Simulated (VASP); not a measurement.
# BaTe (P6_3/mmc) in VASP: a series of runs

Aim: see how the results for BaTe move with the level of theory and the settings. Levels: PBE, r2SCAN. Tasks: single point.

All numbers are computed with VASP 6.6.1; they aren't measurements. Logs are shortened: lines on timing, memory, paths and dates and some standing lists are left out, and cuts for length are marked.

## (1) The cell of the first run

It takes space group P6_3/mmc (No. 194, hexagonal). The conventional cell has a = 5.974 Å, b = 5.974 Å, c = 7.002 Å, α = 90.00°, β = 90.00°, γ = 120.00°. Ba (site symmetry -6m2) has 5 Te at 3.45 to 3.50 Å within 4.5 Å. Te (site symmetry -6m2) has 5 Ba at 3.45 to 3.50 Å within 4.5 Å.

## (2) Single point, PBE

The input, INCAR:

```
SYSTEM = BaTe
PREC     = Accurate       ! precision mode
ENCUT    = 520            ! plane-wave cutoff, eV
EDIFF    = 1E-7           ! SCF threshold, eV
ISMEAR   = 0              ! smearing method
SIGMA    = 0.01           ! smearing width, eV
LREAL    = .False.        ! projectors in reciprocal space
LASPH    = .True.         ! aspherical terms in the spheres
NELM     = 100            ! most SCF steps
ALGO     = Normal         ! electronic algorithm
ISIF     = 2              ! what is computed and relaxed
LWAVE    = .False.        ! write WAVECAR
LCHARG   = .True.         ! write CHGCAR
GGA      = PE             ! functional
LELF     = .True.         ! ELF
LVHAR    = .True.       
NBANDS   = 24             ! bands
```

The input, KPOINTS:

```
regular mesh
0
Gamma
  6 6 4
  0 0 0
```

The input, POSCAR:

```
BaTe
1.0
    5.9738370756      0.0000000000      0.0000000000
   -2.9869185378      5.1734946656      0.0000000000
    0.0000000000      0.0000000000      7.0021674480
Ba Te
2 2
Direct
    0.3333333333      0.6666666667      0.2500000000
    0.6666666667      0.3333333333      0.7500000000
    0.6666666667      0.3333333333      0.2500000000
    0.3333333333      0.6666666667      0.7500000000
```

Potentials or basis: VASP PAW PBE potentials, release 64 (Ba_sv, Te).

The run is started by

```bash
cat potpaw_PBE.64/Ba_sv/POTCAR potpaw_PBE.64/Te/POTCAR > POTCAR
mpirun -np 1 vasp_std > vasp.out
```

OUTCAR:

```text
SYSTEM = BaTe
   PREC = Accurate
   ENCUT = 520
   EDIFF = 1E-7
   ISMEAR = 0
   LREAL = .False.
   LASPH = .True.
   NELM = 100
   ISIF = 2
   GGA = PE

 ion  position               nearest neighbor table
   1  0.333  0.667  0.250-   3 3.45   3 3.45   3 3.45   4 3.50   4 3.50
   2  0.667  0.333  0.750-   4 3.45   4 3.45   4 3.45   3 3.50   3 3.50
   3  0.667  0.333  0.250-   1 3.45   1 3.45   1 3.45   2 3.50   2 3.50
   4  0.333  0.667  0.750-   2 3.45   2 3.45   2 3.45   1 3.50   1 3.50

  LATTYP: Found a hexagonal cell.
 ALAT       =     5.9738370756
 C/A-ratio  =     1.1721390054

  Lattice vectors:

 A1 = (   5.9738370756,   0.0000000000,   0.0000000000)
 A2 = (  -2.9869185378,   5.1734946656,   0.0000000000)
 A3 = (   0.0000000000,   0.0000000000,   7.0021674480)

Analysis of symmetry for initial positions (statically):
=====================================================================
 Subroutine PRICEL returns:
 Original cell was already a primitive cell.

 Routine SETGRP: Setting up the symmetry group for a
 hexagonal supercell.

 Subroutine GETGRP returns: Found 24 space group operations
 (whereof 12 operations were pure point group operations)
 out of a pool of 24 trial point group operations.

The static configuration has the point symmetry D_3d.
 The point group associated with its full space group is D_6h.

Analysis of symmetry for dynamics (positions and initial velocities):
=====================================================================
 Subroutine PRICEL returns:
 Original cell was already a primitive cell.

 Routine SETGRP: Setting up the symmetry group for a
 hexagonal supercell.

 Subroutine GETGRP returns: Found 24 space group operations
 (whereof 12 operations were pure point group operations)
 out of a pool of 24 trial point group operations.

The dynamic configuration has the point symmetry D_3d.
 The point group associated with its full space group is D_6h.

 Subroutine INISYM returns: Found 24 space group operations
 (whereof 12 operations are pure point group operations),
 and found     1 'primitive' translations

----------------------------------------------------------------------------------------

                                     Primitive cell

  volume of cell :     216.4063

  direct lattice vectors                    reciprocal lattice vectors
     5.973837076  0.000000000  0.000000000     0.167396597  0.096646471  0.000000000
    -2.986918538  5.173494666  0.000000000     0.000000000  0.193292941  0.000000000
     0.000000000  0.000000000  7.002167448     0.000000000  0.000000000  0.142812923

  length of vectors
     5.973837076  5.973837076  7.002167448     0.193292941  0.193292941  0.142812923

  position of ions in fractional coordinates (direct lattice)
     0.333333333  0.666666667  0.250000000
     0.666666667  0.333333333  0.750000000
     0.666666667  0.333333333  0.250000000
     0.333333333  0.666666667  0.750000000

  ion indices of the primitive-cell ions
   primitive index   ion index
                 1           1
                 2           2
                 3           3
                 4           4

----------------------------------------------------------------------------------------

 KPOINTS: regular mesh

Automatic generation of k-mesh.
 Grid dimensions read from file:
 generate k-points for:    6    6    4

 Generating k-lattice:

  Cartesian coordinates                     Fractional coordinates (reciprocal lattice)
     0.027899433  0.016107745  0.000000000     0.166666667 -0.000000000  0.000000000
     0.000000000  0.032215490  0.000000000     0.000000000  0.166666667  0.000000000
     0.000000000  0.000000000  0.035703231     0.000000000  0.000000000  0.250000000

  Length of vectors
     0.032215490  0.032215490  0.035703231

  Shift w.r.t. Gamma in fractional coordinates (k-lattice)
     0.000000000  0.000000000  0.000000000

 Subroutine IBZKPT returns following result:
 ===========================================

 Found     21 irreducible k-points:

 Following reciprocal coordinates:
            Coordinates               Weight
  0.000000  0.000000  0.000000      1.000000
  0.166667  0.000000  0.000000      6.000000
  0.333333  0.000000  0.000000      6.000000
  0.500000  0.000000  0.000000      3.000000
  0.166667  0.166667  0.000000      6.000000
  0.333333  0.166667  0.000000     12.000000
[... 13 lines left out ...]
  0.333333  0.166667  0.500000     12.000000
  0.333333  0.333333  0.500000      2.000000
   k-points           NKPTS =     21   k-points in BZ     NKDIM =     21   number of bands    NBANDS=     24
   number of dos      NEDOS =    301   number of ions     NIONS =      4
   total plane-waves  NPLWV = 124416
   dimension x,y,z NGX =    48 NGY =   48 NGZ =   54
   dimension x,y,z NGXF=    96 NGYF=   96 NGZF=  108
   ions per type =               2   2
   NGX,Y,Z   is equivalent  to a cutoff of  13.36, 13.36, 12.82 a.u.
   NGXF,Y,Z  is equivalent  to a cutoff of  26.72, 26.72, 25.64 a.u.
 SYSTEM =  BaTe
   PREC   = accura    normal or accurate (medium, high low for compatibility)
   ISTART =      0    job   : 0-new  1-cont  2-samecut
   ICHARG =      2    charge: 1-file 2-atom 10-const
   ISPIN  =      1    spin polarized calculation?
   LNONCOLLINEAR =      F non collinear calculations
   LSORBIT =      F    spin-orbit coupling
   LASPH  =      T    aspherical Exc in radial PAW
   ENCUT  =  520.0 eV  38.22 Ry    6.18 a.u.  11.11 11.11 13.02*2*pi/ulx,y,z
   NELM   =    100;   NELMIN=  2; NELMDL= -5     # of ELM steps
   EDIFF  = 0.1E-06   stopping-criterion for ELM
   LREAL  =      F    real-space projection
   EDIFFG = 0.1E-05   stopping-criterion for IOM
   NSW    =      0    number of steps for IOM
   IBRION =     -1    ionic relax: 0-MD 1-quasi-New 2-CG
   NFREE  =      0    steps in history (QN), initial steepest desc. (CG)
   ISIF   =      2    stress and relaxation
   ISYM   =      2    0-nonsym 1-usesym 2-fastsym
   POTIM  = 0.5000    time-step for ionic-motion
   TEBEG  =    0.0;   TEEND  =   0.0 temperature during run
   PSTRESS=    0.0 pullay stress
   NELECT =      32.0000    total number of electrons
   NUPDOWN=      -1.0000    fix difference up-down
   EMIN   =  10.00;   EMAX   =-10.00  energy-range for DOS
   EFERMI =   0.00;   METHOD = LEGACY
   ISMEAR =     0;   SIGMA  =   0.01  broadening in eV -4-tet -1-fermi 0-gaus
   EFERMI_NEDOS =   21; number of points for ismear=-14 and -15
   IALGO  =     38    algorithm
   IMIX   =      4    mixing-type and parameters
     AMIX     =   0.40;   BMIX     =  1.00
     AMIX_MAG =   1.60;   BMIX_MAG =  1.00
  volume/ion in A,a.u.               =      54.10       365.10
  Fermi-wavevector in a.u.,A,eV,Ry     =   0.865702  1.635939 10.196739  0.749439
  Thomas-Fermi vector in A             =   1.983983
   LORBIT       =      0    0 simple, 1 ext, 2 COOP (PROOUT), +10 PAW based schemes
   GGA     = PE    functional components
   LHFCALC =     F    Hartree Fock is set to
   AEXX    =    0.0000 exact exchange contribution
   IVDW    =     0    specifies the selected vdW correction
   LEPSILON=     F    determine dielectric tensor
   LRPA    =     F    only Hartree local field effects (RPA)
 non-spin polarized calculation
 Gauss-broadening in eV      SIGMA  =   0.01
  energy-cutoff  :      520.00
  volume of cell :      216.41
 maximum number of plane-waves:      5894
 NGX is ok and might be reduce to    48
   NGX = 23   NGY = 23   NGZ = 27

 number of electron      32.0000001 magnetization

 Free energy of the ion-electron system (eV)
  ---------------------------------------------------
  ext. energy  EPLUGINS =         0.00000000
  ---------------------------------------------------
  free energy    TOTEN  =       -16.77739822 eV

  energy without entropy =      -16.77739822  energy(sigma->0) =      -16.77739822

 E-fermi :   1.1196     XC(G=0):  -7.0788

 val. band max:        1.0166519969   @ k =   0.0000   0.0000   0.0000
 cond. band min:       2.9038277908   @ k =   0.3333   0.3333   0.0000
 fundamental gap:      1.8871757939
 Fermi energy:         1.1195959559

 k-point     1 :       0.0000    0.0000    0.0000
  band No.  band energies     occupation
      1     -26.2512      2.00000
      2     -26.2370      2.00000
      3     -11.5449      2.00000
      4     -11.5038      2.00000
      5     -11.5038      2.00000
      6     -11.4385      2.00000
[... 16 lines left out ...]
     23       5.5303      0.00000
     24       6.3289      0.00000

 k-point     2 :       0.1667    0.0000    0.0000
  band No.  band energies     occupation
      1     -26.2502      2.00000
      2     -26.2376      2.00000
      3     -11.5345      2.00000
      4     -11.5284      2.00000
      5     -11.5093      2.00000
      6     -11.4699      2.00000
[... 16 lines left out ...]
     23       5.7354      0.00000
     24       5.7569      0.00000

 k-point     3 :       0.3333    0.0000    0.0000
  band No.  band energies     occupation
      1     -26.2475      2.00000
      2     -26.2393      2.00000
      3     -11.5758      2.00000
      4     -11.5299      2.00000
      5     -11.5196      2.00000
      6     -11.5081      2.00000
[... 16 lines left out ...]
     23       5.4403      0.00000
     24       5.6879      0.00000

 k-point     4 :       0.5000    0.0000    0.0000
  band No.  band energies     occupation
      1     -26.2455      2.00000
      2     -26.2408      2.00000
      3     -11.5986      2.00000
      4     -11.5587      2.00000
      5     -11.5245      2.00000
      6     -11.4872      2.00000
[... 16 lines left out ...]
     23       5.6171      0.00000
     24       5.8578      0.00000

 k-point     5 :       0.1667    0.1667    0.0000
  band No.  band energies     occupation
      1     -26.2483      2.00000
      2     -26.2388      2.00000
      3     -11.5601      2.00000
      4     -11.5264      2.00000
      5     -11.5158      2.00000
      6     -11.5088      2.00000
[... 16 lines left out ...]
     23       5.4762      0.00000
     24       5.6408      0.00000

 k-point     6 :       0.3333    0.1667    0.0000
  band No.  band energies     occupation
      1     -26.2455      2.00000
      2     -26.2408      2.00000
      3     -11.5893      2.00000
      4     -11.5607      2.00000
      5     -11.5297      2.00000
      6     -11.4872      2.00000
[... 16 lines left out ...]
     23       5.5727      0.00000
     24       5.6484      0.00000
[... 298 lines left out ...]
 k-point    18 :       0.5000    0.0000    0.5000
  band No.  band energies     occupation
      1     -26.2431      2.00000
      2     -26.2431      2.00000
      3     -11.6854      2.00000
      4     -11.6854      2.00000
      5     -11.4816      2.00000
      6     -11.4816      2.00000
[... 16 lines left out ...]
     23       5.4802      0.00000
     24       5.4802      0.00000

 k-point    19 :       0.1667    0.1667    0.5000
  band No.  band energies     occupation
      1     -26.2435      2.00000
      2     -26.2435      2.00000
      3     -11.6377      2.00000
      4     -11.6377      2.00000
      5     -11.4795      2.00000
      6     -11.4795      2.00000
[... 16 lines left out ...]
     23       5.5488      0.00000
     24       5.5488      0.00000

 k-point    20 :       0.3333    0.1667    0.5000
  band No.  band energies     occupation
      1     -26.2431      2.00000
      2     -26.2431      2.00000
      3     -11.6830      2.00000
      4     -11.6830      2.00000
      5     -11.4863      2.00000
      6     -11.4863      2.00000
[... 16 lines left out ...]
     23       5.7287      0.00000
     24       5.7287      0.00000

 k-point    21 :       0.3333    0.3333    0.5000
  band No.  band energies     occupation
      1     -26.2430      2.00000
      2     -26.2430      2.00000
      3     -11.6947      2.00000
      4     -11.6947      2.00000
      5     -11.4924      2.00000
      6     -11.4924      2.00000
[... 16 lines left out ...]
     23       5.8958      0.00000
     24       5.8958      0.00000

------------------------ aborting loop because EDIFF is reached ----------------------------------------

  FORCE on cell =-STRESS in cart. coord.  units (eV):
  Direction    XX          YY          ZZ          XY          YZ          ZX
  --------------------------------------------------------------------------------------
  -------------------------------------------------------------------------------------
  Total        0.2771716      0.2771716      0.3793252      0.0000000      0.0000000      0.0000000
  in kB        2.0520574      2.0520574      2.8083576      0.0000000      0.0000000      0.0000000
  external PRESSURE =       2.3041574 kB  Pullay stress =       0.0000000 kB

 VOLUME and BASIS-vectors are now :
 -----------------------------------------------------------------------------
  energy-cutoff  :      520.00
  volume of cell :      216.41
      direct lattice vectors                 reciprocal lattice vectors
     5.973837076  0.000000000  0.000000000     0.167396597  0.096646471  0.000000000
    -2.986918538  5.173494666  0.000000000     0.000000000  0.193292941  0.000000000
     0.000000000  0.000000000  7.002167448     0.000000000  0.000000000  0.142812923

 POSITION                                       TOTAL-FORCE (eV/Angst)
 -----------------------------------------------------------------------------------
     -0.00000      3.44900      1.75054         0.000000     -0.000000      0.000000
      2.98692      1.72450      5.25163        -0.000000      0.000000      0.000000
      2.98692      1.72450      1.75054         0.000000      0.000000      0.000000
     -0.00000      3.44900      5.25163         0.000000     -0.000000      0.000000
 -----------------------------------------------------------------------------------
    total drift:                               -0.000000      0.000000     -0.000000

  FREE ENERGIE OF THE ION-ELECTRON SYSTEM (eV)
  ---------------------------------------------------
  free  energy   TOTEN  =       -16.7773982211 eV

  energy  without entropy=      -16.7773982211  energy(sigma->0) =      -16.77739822
```

Wall time 2.4 min (1 thread of Intel Xeon Platinum 8259CL at 2.50GHz (Skylake/Cascade Lake), shared host); peak memory 0.4 GiB.

Results:

```
Free energy            : -16.7774 eV
Pressure               : 0.2 GPa
Band gap on the k mesh : 1.89 eV (least direct gap 2.17 eV)
```

Caveat: spin-orbit coupling is left out, which moves the levels of the heavy elements. A k mesh can miss the band edges.

## (3) Single point, PBE (55.72 Å³/atom)

This run uses another cell than the first one, of 55.72 Å³/atom.

The input, INCAR:

```
SYSTEM = BaTe
PREC = Accurate
ENCUT = 520
EDIFF = 1E-6
ISMEAR = 0
SIGMA = 0.01
LREAL = .False.
LASPH = .True.
NELM = 80
ALGO = Normal
ISIF = 2
LWAVE = .False.
LCHARG = .False.
GGA = PE
NBANDS = 24
```

KPOINTS is that of step 2.

The input, POSCAR:

```
BaTe
1.0
    6.0329878242      0.0000000000      0.0000000000
   -3.0164939121      5.2247207165      0.0000000000
    0.0000000000      0.0000000000      7.0715003476
Ba Te
2 2
Direct
    0.3333333333      0.6666666667      0.2500000000
    0.6666666667      0.3333333333      0.7500000000
    0.6666666667      0.3333333333      0.2500000000
    0.3333333333      0.6666666667      0.7500000000
```

Potentials or basis: VASP PAW PBE potentials, release 64 (Ba_sv, Te).

The run is started by

```bash
cat potpaw_PBE.64/Ba_sv/POTCAR potpaw_PBE.64/Te/POTCAR > POTCAR
mpirun -np 1 vasp_std > vasp.out
```

Wall time 2 min (1 thread of Intel Xeon Platinum 8259CL at 2.50GHz (Skylake/Cascade Lake), shared host); peak memory 0.4 GiB.

Results (log left out):

- Free energy: -16.7737 eV
- Pressure: -0.4 GPa
- Band gap on the k mesh: 1.94 eV (least direct gap 2.21 eV)

Levels at points of the mesh, in eV from the valence-band top:
```
           k point  band 12  band 13  band 14  band 15  band 16  band 17  band 18  band 19  band 20  band 21
(0.00, 0.00, 0.00)    -1.02    -0.93    -0.88    -0.88     0.00     2.28     2.75     2.75     3.57     4.27
(0.50, 0.00, 0.00)    -0.97    -0.82    -0.74    -0.51    -0.37     2.35     2.75     2.91     3.79     3.82
(0.00, 0.00, 0.50)    -1.36    -1.03    -1.03    -1.03    -1.03     3.11     3.11     4.15     4.15     4.15
(0.50, 0.00, 0.50)    -1.71    -0.86    -0.86    -0.72    -0.72     3.10     3.10     3.82     3.82     4.36
```

Caveat: spin-orbit coupling is left out, which moves the levels of the heavy elements. A k mesh can miss the band edges.

[end of part 1 of 2]
